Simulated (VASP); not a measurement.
# PbO (P4/nmm) in VASP: notebook

Runs on PbO. Level: r2SCAN+rVV10. Tasks: single point.

Everything below comes from runs of VASP 6.6.1. Logs are shortened: lines on timing, memory, paths and dates and some standing lists are left out, and cuts for length are marked.

### 1 The cell of the first run

Symmetry: P4/nmm, No. 129, tetragonal system. The conventional cell has a = 3.974 Å, b = 3.974 Å, c = 5.022 Å, α = 90.00°, β = 90.00°, γ = 90.00°. Pb (site symmetry 4mm) has 4 O at 2.31 Å within 3.1 Å. O (site symmetry -4m2) has 4 Pb at 2.31 Å and 4 O at 2.81 Å within 3.1 Å.

### 2 Single point, r2SCAN+rVV10

File POSCAR:

```
PbO
1.0
    3.9744000000      0.0000000000      0.0000000000
    0.0000000000      3.9744000000      0.0000000000
    0.0000000000      0.0000000000      5.0219000000
Pb O
2 2
Direct
    0.0000000000      0.5000000000      0.2356000000
    0.5000000000      0.0000000000      0.7644000000
    0.0000000000      0.0000000000      0.0000000000
    0.5000000000      0.5000000000      0.0000000000
```

File INCAR.step1:

```
  PREC = Accurate
  ENCUT = 520
  ISMEAR = 0
  SIGMA = 0.1
  LREAL = F
  LASPH = T
  NELM = 60
  NBANDS = 28
  GGA = PE
  ALGO = Normal
  EDIFF = 1E-4
  LWAVE = T
  LCHARG = F
```

File INCAR.step2:

```
  PREC = Accurate
  ENCUT = 520
  EDIFF = 1E-7
  ISMEAR = 0
  SIGMA = 0.1
  LREAL = F
  LASPH = T
  NELM = 60
  ALGO = Normal
  ISIF = 2
  LWAVE = F
  LCHARG = F
  METAGGA = R2SCAN
  LMIXTAU = T
  LUSE_VDW = T
  IVDW_NL = 2
  BPARAM = 11.95
  CPARAM = 0.0093
  NBANDS = 28
  ISTART = 1
```

File KPOINTS:

```
regular mesh
0
Gamma
  4 4 4
```

Potentials or basis: VASP PAW PBE potentials, release 64 (Pb_d, O).

Started as:

```console
> cat potpaw_PBE.64/Pb_d/POTCAR potpaw_PBE.64/O/POTCAR > POTCAR
> cp INCAR.step1 INCAR
> mpirun -np 1 vasp_std > vasp.out
> cp INCAR.step2 INCAR
> mpirun -np 1 vasp_std > vasp.out
```

OUTCAR:

```text
PREC = Accurate
   ENCUT = 520
   EDIFF = 1E-7
   ISMEAR = 0
   LREAL = F
   LASPH = T
   NELM = 60
   ISIF = 2
   METAGGA = R2SCAN
   IVDW_NL = 2
   BPARAM = 11.95
   ISTART = 1

 ion  position               nearest neighbor table
   1  0.000  0.500  0.236-   3 2.31   4 2.31   3 2.31   4 2.31   2 3.67   2 3.67   2 3.67   2 3.67
                             2 3.87   2 3.87   2 3.87   2 3.87
   2  0.500  0.000  0.764-   3 2.31   4 2.31   4 2.31   3 2.31   1 3.67   1 3.67   1 3.67   1 3.67
                             1 3.87   1 3.87   1 3.87   1 3.87
   3  0.000  0.000  0.000-   1 2.31   2 2.31   1 2.31   2 2.31
   4  0.500  0.500  0.000-   1 2.31   2 2.31   2 2.31   1 2.31

  LATTYP: Found a simple tetragonal cell.
 ALAT       =     3.9744000000
 C/A-ratio  =     1.2635617955

  Lattice vectors:

 A1 = (   3.9744000000,   0.0000000000,   0.0000000000)
 A2 = (   0.0000000000,   3.9744000000,   0.0000000000)
 A3 = (   0.0000000000,   0.0000000000,   5.0219000000)

Analysis of symmetry for initial positions (statically):
=====================================================================
 Subroutine PRICEL returns:
 Original cell was already a primitive cell.

 Routine SETGRP: Setting up the symmetry group for a
 simple tetragonal supercell.

 Subroutine GETGRP returns: Found 16 space group operations
 (whereof  8 operations were pure point group operations)
 out of a pool of 16 trial point group operations.

The static configuration has the point symmetry D_2d.
 The point group associated with its full space group is D_4h.

Analysis of symmetry for dynamics (positions and initial velocities):
=====================================================================
 Subroutine PRICEL returns:
 Original cell was already a primitive cell.

 Routine SETGRP: Setting up the symmetry group for a
 simple tetragonal supercell.

 Subroutine GETGRP returns: Found 16 space group operations
 (whereof  8 operations were pure point group operations)
 out of a pool of 16 trial point group operations.

The dynamic configuration has the point symmetry D_2d.
 The point group associated with its full space group is D_4h.

 Subroutine INISYM returns: Found 16 space group operations
 (whereof  8 operations are pure point group operations),
 and found     1 'primitive' translations

----------------------------------------------------------------------------------------

                                     Primitive cell

  volume of cell :      79.3252

  direct lattice vectors                    reciprocal lattice vectors
     3.974400000  0.000000000  0.000000000     0.251610306  0.000000000  0.000000000
     0.000000000  3.974400000  0.000000000     0.000000000  0.251610306  0.000000000
     0.000000000  0.000000000  5.021900000     0.000000000  0.000000000  0.199127820

  length of vectors
     3.974400000  3.974400000  5.021900000     0.251610306  0.251610306  0.199127820

  position of ions in fractional coordinates (direct lattice)
     0.000000000  0.500000000  0.235600000
     0.500000000  0.000000000  0.764400000
     0.000000000  0.000000000  0.000000000
     0.500000000  0.500000000  0.000000000

  ion indices of the primitive-cell ions
   primitive index   ion index
                 1           1
                 2           2
                 3           3
                 4           4

----------------------------------------------------------------------------------------

 KPOINTS: regular mesh

Automatic generation of k-mesh.
 Grid dimensions read from file:
 generate k-points for:    4    4    4

 Generating k-lattice:

  Cartesian coordinates                     Fractional coordinates (reciprocal lattice)
     0.062902576  0.000000000  0.000000000     0.250000000  0.000000000  0.000000000
     0.000000000  0.062902576  0.000000000     0.000000000  0.250000000  0.000000000
     0.000000000  0.000000000  0.049781955     0.000000000  0.000000000  0.250000000

  Length of vectors
     0.062902576  0.062902576  0.049781955

  Shift w.r.t. Gamma in fractional coordinates (k-lattice)
     0.000000000  0.000000000  0.000000000

 Subroutine IBZKPT returns following result:
 ===========================================

 Found     18 irreducible k-points:

 Following reciprocal coordinates:
            Coordinates               Weight
  0.000000  0.000000  0.000000      1.000000
  0.250000  0.000000  0.000000      4.000000
  0.500000  0.000000  0.000000      2.000000
  0.250000  0.250000  0.000000      4.000000
  0.500000  0.250000  0.000000      4.000000
  0.500000  0.500000  0.000000      1.000000
[... 10 lines left out ...]
  0.500000  0.250000  0.500000      4.000000
  0.500000  0.500000  0.500000      1.000000
   k-points           NKPTS =     18   k-points in BZ     NKDIM =     18   number of bands    NBANDS=     28
   number of dos      NEDOS =    301   number of ions     NIONS =      4
   total plane-waves  NPLWV =  36000
   dimension x,y,z NGX =    30 NGY =   30 NGZ =   40
   dimension x,y,z NGXF=    60 NGYF=   60 NGZF=   80
   ions per type =               2   2
   NGX,Y,Z   is equivalent  to a cutoff of  12.55, 12.55, 13.24 a.u.
   NGXF,Y,Z  is equivalent  to a cutoff of  25.10, 25.10, 26.48 a.u.
 SYSTEM =  unknown system
   PREC   = accura    normal or accurate (medium, high low for compatibility)
   ISTART =      1    job   : 0-new  1-cont  2-samecut
   ICHARG =      0    charge: 1-file 2-atom 10-const
   ISPIN  =      1    spin polarized calculation?
   LNONCOLLINEAR =      F non collinear calculations
   LSORBIT =      F    spin-orbit coupling
   LASPH  =      T    aspherical Exc in radial PAW
   ENCUT  =  520.0 eV  38.22 Ry    6.18 a.u.   7.39  7.39  9.34*2*pi/ulx,y,z
   NELM   =     60;   NELMIN=  2; NELMDL=  0     # of ELM steps
   EDIFF  = 0.1E-06   stopping-criterion for ELM
   LREAL  =      F    real-space projection
   EDIFFG = 0.1E-05   stopping-criterion for IOM
   NSW    =      0    number of steps for IOM
   IBRION =     -1    ionic relax: 0-MD 1-quasi-New 2-CG
   NFREE  =      0    steps in history (QN), initial steepest desc. (CG)
   ISIF   =      2    stress and relaxation
   ISYM   =      2    0-nonsym 1-usesym 2-fastsym
   POTIM  = 0.5000    time-step for ionic-motion
   TEBEG  =    0.0;   TEEND  =   0.0 temperature during run
   PSTRESS=    0.0 pullay stress
   NELECT =      40.0000    total number of electrons
   NUPDOWN=      -1.0000    fix difference up-down
   EMIN   =  10.00;   EMAX   =-10.00  energy-range for DOS
   EFERMI =   0.00;   METHOD = LEGACY
   ISMEAR =     0;   SIGMA  =   0.10  broadening in eV -4-tet -1-fermi 0-gaus
   EFERMI_NEDOS =   21; number of points for ismear=-14 and -15
   IALGO  =     38    algorithm
   IMIX   =      4    mixing-type and parameters
     AMIX     =   0.40;   BMIX     =  1.00
     AMIX_MAG =   1.60;   BMIX_MAG =  1.00
  volume/ion in A,a.u.               =      19.83       133.83
  Fermi-wavevector in a.u.,A,eV,Ry     =   1.303040  2.462389 23.101513  1.697913
  Thomas-Fermi vector in A             =   2.434068
   LORBIT       =      0    0 simple, 1 ext, 2 COOP (PROOUT), +10 PAW based schemes
   METAGGA = R2SCAN    functional components
   LHFCALC =     F    Hartree Fock is set to
   AEXX    =    0.0000 exact exchange contribution
   IVDW_NL    =     2    kernel type
   BPARAM     =11.9500
   IVDW    =     0    specifies the selected vdW correction
   LEPSILON=     F    determine dielectric tensor
   LRPA    =     F    only Hartree local field effects (RPA)
 non-spin polarized calculation
 Gauss-broadening in eV      SIGMA  =   0.10
  energy-cutoff  :      520.00
  volume of cell :       79.33
 maximum number of plane-waves:      2170
 NGX is ok and might be reduce to    30
   NGX = 15   NGY = 15   NGZ = 19

 number of electron      39.9999998 magnetization

 Free energy of the ion-electron system (eV)
  ---------------------------------------------------
  ext. energy  EPLUGINS =         0.00000000
  ---------------------------------------------------
  free energy    TOTEN  =      -128.36430287 eV

  energy without entropy =     -128.36430287  energy(sigma->0) =     -128.36430287

 E-fermi :   5.3698     XC(G=0): -10.5311

 val. band max:        4.9221470865   @ k =   0.0000   0.0000   0.0000
 cond. band min:       6.4245836408   @ k =   0.5000   0.5000   0.0000
 fundamental gap:      1.5024365542
 Fermi energy:         5.3698077995

 k-point     1 :       0.0000    0.0000    0.0000
  band No.  band energies     occupation
      1     -14.5936      2.00000
      2     -13.9454      2.00000
      3     -11.6159      2.00000
      4     -11.6159      2.00000
      5     -11.5436      2.00000
      6     -11.5416      2.00000
[... 20 lines left out ...]
     27      12.7690      0.00000
     28      13.5322      0.00000

 k-point     2 :       0.2500    0.0000    0.0000
  band No.  band energies     occupation
      1     -14.4572      2.00000
      2     -14.0045      2.00000
      3     -11.5863      2.00000
      4     -11.5800      2.00000
      5     -11.5063      2.00000
      6     -11.4991      2.00000
[... 20 lines left out ...]
     27      13.3310      0.00000
     28      16.4373      0.00000

 k-point     3 :       0.5000    0.0000    0.0000
  band No.  band energies     occupation
      1     -14.1948      2.00000
      2     -14.1948      2.00000
      3     -11.5219      2.00000
      4     -11.5219      2.00000
      5     -11.5126      2.00000
      6     -11.5126      2.00000
[... 20 lines left out ...]
     27      14.5342      0.00000
     28      14.5342      0.00000

 k-point     4 :       0.2500    0.2500    0.0000
  band No.  band energies     occupation
      1     -14.3552      2.00000
      2     -14.0408      2.00000
      3     -11.5785      2.00000
      4     -11.5179      2.00000
      5     -11.4844      2.00000
      6     -11.4760      2.00000
[... 392 lines left out ...]
     27      16.0149      0.00000
     28      16.6262      0.00000

 k-point    17 :       0.5000    0.2500    0.5000
  band No.  band energies     occupation
      1     -14.1724      2.00000
      2     -14.1724      2.00000
      3     -11.5365      2.00000
      4     -11.5365      2.00000
      5     -11.4688      2.00000
      6     -11.4688      2.00000
[... 20 lines left out ...]
     27      16.3178      0.00000
     28      16.3178      0.00000

 k-point    18 :       0.5000    0.5000    0.5000
  band No.  band energies     occupation
      1     -14.1473      2.00000
      2     -14.1473      2.00000
      3     -11.4770      2.00000
      4     -11.4770      2.00000
      5     -11.4439      2.00000
      6     -11.4439      2.00000
[... 20 lines left out ...]
     27      16.4529      0.00000
     28      16.4529      0.00000

------------------------ aborting loop because EDIFF is reached ----------------------------------------

  FORCE on cell =-STRESS in cart. coord.  units (eV):
  Direction    XX          YY          ZZ          XY          YZ          ZX
  --------------------------------------------------------------------------------------
  -------------------------------------------------------------------------------------
  Total        0.4973214      0.4973214      0.3813510      0.0000000     -0.0000000      0.0000000
  in kB       10.0446890     10.0446890      7.7023671      0.0000000     -0.0000000      0.0000000
  external PRESSURE =       9.2639150 kB  Pullay stress =       0.0000000 kB

 VOLUME and BASIS-vectors are now :
 -----------------------------------------------------------------------------
  energy-cutoff  :      520.00
  volume of cell :       79.33
      direct lattice vectors                 reciprocal lattice vectors
     3.974400000  0.000000000  0.000000000     0.251610306  0.000000000  0.000000000
     0.000000000  3.974400000  0.000000000     0.000000000  0.251610306  0.000000000
     0.000000000  0.000000000  5.021900000     0.000000000  0.000000000  0.199127820

 POSITION                                       TOTAL-FORCE (eV/Angst)
 -----------------------------------------------------------------------------------
      0.00000      1.98720      1.18316         0.000000      0.000000      0.173048
      1.98720      0.00000      3.83874        -0.000000      0.000000     -0.173048
      0.00000      0.00000      0.00000         0.000000     -0.000000      0.000000
      1.98720      1.98720      0.00000         0.000000      0.000000      0.000000
 -----------------------------------------------------------------------------------
    total drift:                                0.000000      0.000000     -0.000000

  FREE ENERGIE OF THE ION-ELECTRON SYSTEM (eV)
  ---------------------------------------------------
  free  energy   TOTEN  =      -128.3643028687 eV

  energy  without entropy=     -128.3643028687  energy(sigma->0) =     -128.36430287
```

It took 3.2 min on 1 thread of Intel Xeon Platinum 8259CL at 2.50GHz (Skylake/Cascade Lake), shared host; peak memory 0.34 GiB.

What came out:

```yaml
Free_energy: -128.3643 eV
Pressure: 0.9 GPa
Largest_force: 0.173 eV/Å
Band_gap_on_the_k_mesh: 1.50 eV (least direct gap 2.68 eV)
```

Forces in eV/Å, atoms in the order of the input:
```
Pb   0.000  0.000  0.173
Pb   0.000  0.000 -0.173
O    0.000  0.000  0.000
O    0.000  0.000  0.000
```

Stress tensor (GPa, compression positive):
```
1.00 0.00 0.00
0.00 1.00 0.00
0.00 0.00 0.77
```

Caveat: the PAW data sets were made with another functional, which shifts forces and pressure a little; spin-orbit coupling is left out, which moves the levels of the heavy elements.

### 3 Single point, r2SCAN+rVV10

File POSCAR:

```
PbO
1.0
    3.9795873406      0.0000000000      0.0000000000
    0.0000000000      3.9795873406      0.0000000000
    0.0000000000      0.0000000000      5.0111376294
Pb O
2 2
Direct
    0.0000000000      0.5000000000      0.2363088077
    0.5000000000      0.0000000000      0.7636911923
    0.0000000000      0.0000000000      0.0000000000
    0.5000000000      0.5000000000      0.0000000000
```

File INCAR.step1:

```
SYSTEM = PbO
PREC     = Accurate       ! precision mode
ENCUT    = 520            ! plane-wave cutoff, eV
ISMEAR   = 0              ! smearing method
SIGMA    = 0.02           ! smearing width, eV
LREAL    = .False.        ! projectors in reciprocal space
LASPH    = .True.         ! aspherical terms in the spheres
NELM     = 100            ! most SCF steps
NBANDS   = 28             ! bands
GGA      = PE             ! functional
ALGO     = Normal         ! electronic algorithm
EDIFF    = 1E-4           ! SCF threshold, eV
LWAVE    = .True.         ! write WAVECAR
LCHARG   = .False.        ! write CHGCAR
```

File INCAR.step2:

```
SYSTEM = PbO
PREC     = Accurate       ! precision mode
ENCUT    = 520            ! plane-wave cutoff, eV
EDIFF    = 1E-7           ! SCF threshold, eV
ISMEAR   = 0              ! smearing method
SIGMA    = 0.02           ! smearing width, eV
LREAL    = .False.        ! projectors in reciprocal space
LASPH    = .True.         ! aspherical terms in the spheres
NELM     = 100            ! most SCF steps
ALGO     = Normal         ! electronic algorithm
ISIF     = 2              ! what is computed and relaxed
LWAVE    = .False.        ! write WAVECAR
LCHARG   = .True.         ! write CHGCAR
METAGGA  = R2SCAN         ! meta-GGA
LMIXTAU  = .True.       
LUSE_VDW = .True.       
IVDW_NL  = 2            
BPARAM   = 11.95        
CPARAM   = 0.0093       
LELF     = .True.         ! ELF
LVHAR    = .True.       
NBANDS   = 28             ! bands
ISTART   = 1
```

File KPOINTS:

```
Automatic mesh
0
Gamma
  8 8 6
  0 0 0
```

Potentials or basis: VASP PAW PBE potentials, release 64 (Pb_d, O).

Started as:

```console
> cat potpaw_PBE.64/Pb_d/POTCAR potpaw_PBE.64/O/POTCAR > POTCAR
> cp INCAR.step1 INCAR
> mpirun -np 1 vasp_std > vasp.out
> cp INCAR.step2 INCAR
> mpirun -np 1 vasp_std > vasp.out
```

Run time: 7.3 min. Hardware: 1 thread of Intel Xeon Platinum 8259CL at 2.50GHz (Skylake/Cascade Lake), shared host; peak memory 0.41 GiB.

The run converged. Its results:

- Free energy: -128.3699 eV
- Pressure: 0.6 GPa
- Largest force: 0.120 eV/Å
- Band gap on the k mesh: 1.50 eV (least direct gap 2.66 eV)

Forces on the atoms (eV/Å):
```
Pb   0.000  0.000  0.120
Pb   0.000  0.000 -0.120
O    0.000  0.000  0.000
O    0.000  0.000  0.000
```

Stress tensor (GPa, compression positive):
```
0.68 0.00 0.00
0.00 0.68 0.00
0.00 0.00 0.52
```

Levels at points of the mesh, in eV from the valence-band top:
| k point | band 16 | band 17 | band 18 | band 19 | band 20 | band 21 | band 22 | band 23 | band 24 | band 25 |
| --- | --- | --- | --- | --- | --- | --- | --- | --- | --- | --- |
| (0.00, 0.00, 0.00) | -4.45 | -1.84 | -1.80 | -1.80 | 0.00 | 2.77 | 5.83 | 6.04 | 6.04 | 7.10 |
| (0.50, 0.00, 0.00) | -3.34 | -3.16 | -3.16 | -1.73 | -1.73 | 3.74 | 3.74 | 7.02 | 7.02 | 7.15 |
| (0.50, 0.50, 0.00) | -3.58 | -1.74 | -1.74 | -1.16 | -1.16 | 1.50 | 1.50 | 5.64 | 5.64 | 8.42 |
| (0.00, 0.00, 0.50) | -4.29 | -1.88 | -1.83 | -1.83 | -1.01 | 2.28 | 4.36 | 4.36 | 4.47 | 9.28 |
| (0.50, 0.00, 0.50) | -3.82 | -3.13 | -3.13 | -1.07 | -1.07 | 3.37 | 3.37 | 6.76 | 6.76 | 7.85 |
| (0.50, 0.50, 0.50) | -4.02 | -2.34 | -2.34 | -1.16 | -1.16 | 3.78 | 3.78 | 5.19 | 5.19 | 6.13 |

Caveat: the PAW data sets were made with another functional, which shifts forces and pressure a little; spin-orbit coupling is left out, which moves the levels of the heavy elements. r2SCAN opens gaps a little over a GGA but as a rule still falls short of measured ones.
